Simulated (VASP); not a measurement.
Input of a VASP 6.6.1 run:

Contents of INCAR:

```
SYSTEM = ZnSn2N2
PREC = Accurate ; ENCUT = 520
EDIFF = 1E-6 ; ISMEAR = -1
SIGMA = 0.05 ; LREAL = .False.
LASPH = .True. ; NELM = 80
ALGO = Normal ; ISIF = 2
LWAVE = .False. ; LCHARG = .False.
NBANDS = 33
```

KPOINTS

```
Automatic mesh
0
Gamma
  7 7 3
  0 0 0
```

File POSCAR:

```
ZnSn2N2
1.0
    3.2653025252      0.0000000000      0.0000000000
    0.0000000000      3.2653025252      0.0000000000
    0.0000000000      0.0000000000      7.8334672459
Zn Sn N
1 2 2
Direct
    0.0000000000      0.0000000000      0.0000000000
    0.5000000000      0.5000000000      0.6924902264
    0.5000000000      0.5000000000      0.3075097736
    0.5000000000      0.0000000000      0.1445694173
    0.0000000000      0.5000000000      0.8554305827
```

Potentials or basis: VASP PAW LDA potentials, release 64 (Zn, Sn_d, N).

Launch:

```bash
$ cat potpaw_LDA.64/Zn/POTCAR potpaw_LDA.64/Sn_d/POTCAR potpaw_LDA.64/N/POTCAR > POTCAR
$ mpirun -np 1 vasp_std > vasp.out
```

(1) What does it give for the band gap on the k mesh?

(2) Estimate the pressure.

## Answers

(1) zero (bands 25 and 26 overlap by 1.45 eV).

(2) 0.4 GPa.

Caveat: spin-orbit coupling is left out, which moves the levels of the heavy elements.
